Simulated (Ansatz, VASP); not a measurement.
This is a calculation of Ba for VASP 6.6.1.

The input INCAR:

```
SYSTEM = Ba
  ALGO = Fast
  EDIFF = 1E-7
  ENCUT = 520
  GGA = PE
  ISIF = 2
  ISMEAR = -5
  LASPH = .TRUE.
  LCHARG = .FALSE.
  LREAL = .FALSE.
  LWAVE = .FALSE.
  NBANDS = 11
  NELM = 60
  PREC = Accurate
  SIGMA = 0.05
```

File KPOINTS:

```
k-points
0
G
  8 8 8
  0 0 0
```

POSCAR

```
Ba
1.0
   -2.4392062876      2.4392062876      2.4392062876
    2.4392062876     -2.4392062876      2.4392062876
    2.4392062876      2.4392062876     -2.4392062876
Ba
1
Direct
    0.0000000000      0.0000000000      0.0000000000
```

Potentials or basis: VASP PAW PBE potentials, release 64 (Ba_sv).

Run with:

```console
$ cat potpaw_PBE.64/Ba_sv/POTCAR > POTCAR
$ mpirun -np 1 vasp_std > vasp.out
```

Problem. Translate it to Ansatz 0.2.0. Potentials there: all-electron LAPW, scalar-relativistic.

Solution. As run (the cutoff follows the program's own potentials):

input.yaml

```yaml
crystal:
  lattice:
    - [-2.4392062876, 2.4392062876, 2.4392062876]
    - [2.4392062876, -2.4392062876, 2.4392062876]
    - [2.4392062876, 2.4392062876, -2.4392062876]
  atoms:
    - { symbol: Ba, position: [0.0, 0.0, 0.0] }
kpoints:
  mp_grid: { grid: [8, 8, 8] }
scf:
  occupations: { method: tetrahedron }
hamiltonian:
  xc: pbe
  pseudopotentials: { kind: all_electron, lapw: { basis_error: 0.001 } }
output:
  forces: true
  stress: true
  eigenvalues: true
```

Potentials or basis: all-electron LAPW, scalar-relativistic.

The run is started by

```bash
$ ansatz run input.yaml --threads 1 --pin off --max-ram 3072MiB --backend cpu --events-out ev --progress --plain --runs-dir out
```

Both were run:

|  | VASP | Ansatz | Ansatz less VASP |
| --- | --- | --- | --- |
| gap on the k mesh at the Fermi level (eV) | none | none | - |
| pressure (GPa) | 0.9 | 0.9 | -0.06 |

A gap of «none» marks a metal or a gap that the smearing closes. Ansatz ran all-electron here, and VASP with PAW potentials.

Spin-orbit coupling is off throughout.
